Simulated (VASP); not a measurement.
Input of a VASP 6.6.1 run:

The input POSCAR:

```
BaTiO3
1.0
    4.1138599485      0.0000000000      0.0000000000
    0.0000000000      3.9640834941      0.0000000000
    0.0000000000      0.0000000000      3.9640834941
Ba Ti O
1 1 3
Direct
    0.5000000000      0.5000000000      0.5000000000
    0.0000000000      0.0000000000      0.0000000000
    0.5000000000      0.0000000000      0.0000000000
    0.0000000000      0.5000000000      0.0000000000
    0.0000000000      0.0000000000      0.5000000000
```

INCAR.step1

```
PREC = Accurate ; ENCUT = 520
ISMEAR = 0 ; SIGMA = 0.02
LREAL = False ; LASPH = True
NELM = 80 ; NBANDS = 28
GGA = PE ; ALGO = Normal
EDIFF = 1E-4 ; LWAVE = True
LCHARG = False
```

The input INCAR.step2:

```
PREC = Accurate ; ENCUT = 520
EDIFF = 1E-6 ; ISMEAR = 0
SIGMA = 0.02 ; LREAL = False
LASPH = True ; NELM = 80
ALGO = Normal ; ISIF = 2
LWAVE = False ; LCHARG = False
METAGGA = R2SCAN ; LMIXTAU = True
NBANDS = 28 ; ISTART = 1
```

File KPOINTS:

```
regular mesh
0
Gamma
  8 8 8
```

Potentials or basis: VASP PAW PBE potentials, release 64 (Ba_sv, Ti_sv, O).

The run is started by

```console
$ cat potpaw_PBE.64/Ba_sv/POTCAR potpaw_PBE.64/Ti_sv/POTCAR potpaw_PBE.64/O/POTCAR > POTCAR
$ cp INCAR.step1 INCAR
$ mpirun -np 1 vasp_std > vasp.out
$ cp INCAR.step2 INCAR
$ mpirun -np 1 vasp_std > vasp.out
```

Task: Estimate the band gap on the k mesh.

Result: 2.05 eV (least direct gap 2.24 eV).

Task: Estimate the pressure.

Result: -0.3 GPa.

Stress tensor (GPa, compression positive):
```
-4.95  0.00  0.00
 0.00  1.99  0.00
 0.00  0.00  1.99
```

Caveat: the cell differs from its parent crystal (uniaxial strain along a: +3.0 %); the PAW data sets were made with another functional, which shifts forces and pressure a little; spin-orbit coupling is left out, which moves the levels of the heavy elements. A k mesh can miss the band edges.
